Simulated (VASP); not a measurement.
Here is a VASP 6.6.1 calculation.

File INCAR:

```
  PREC = Accurate
  ENCUT = 600
  EDIFF = 1E-6
  ISMEAR = -1
  SIGMA = 0.1
  LREAL = F
  LASPH = T
  NELM = 100
  ALGO = Normal
  ISIF = 3
  LWAVE = F
  LCHARG = F
  GGA = PE
  IBRION = 2
  NSW = 80
  EDIFFG = -0.002
  PSTRESS = 98.0
```

KPOINTS

```
Automatic mesh
0
Gamma
  18 18 18
```

File POSCAR:

```
Ge
1.0
   -2.4759502799      2.4759502799      1.4067769199
    2.4759502799     -2.4759502799      1.4067769199
    2.4759502799      2.4759502799     -1.4067769199
Ge
2
Direct
    0.2500000000      0.7500000000      0.5000000000
    0.5000000000      0.5000000000      0.0000000000
```

Potentials or basis: VASP PAW PBE potentials, release 64 (Ge_d).

Launch:

```sh
$ cat potpaw_PBE.64/Ge_d/POTCAR > POTCAR
$ mpirun -np 1 vasp_std > vasp.out
```

(1) What does it give for the relaxed volume?

(2) Estimate the band gap on the k mesh.

(3) Predict the relaxed cell.

## Answers

(1) 17.28 Å³/atom.

(2) zero (band 14 reaches 9.62 eV, above the bottom of band 15 at 3.74 eV).

(3) a = 3.802 Å, b = 3.802 Å, c = 3.802 Å, α = 97.52°, β = 97.52°, γ = 137.59°.

Caveat: the cell is relaxed towards a set pressure, so the enthalpy falls and the energy may rise.
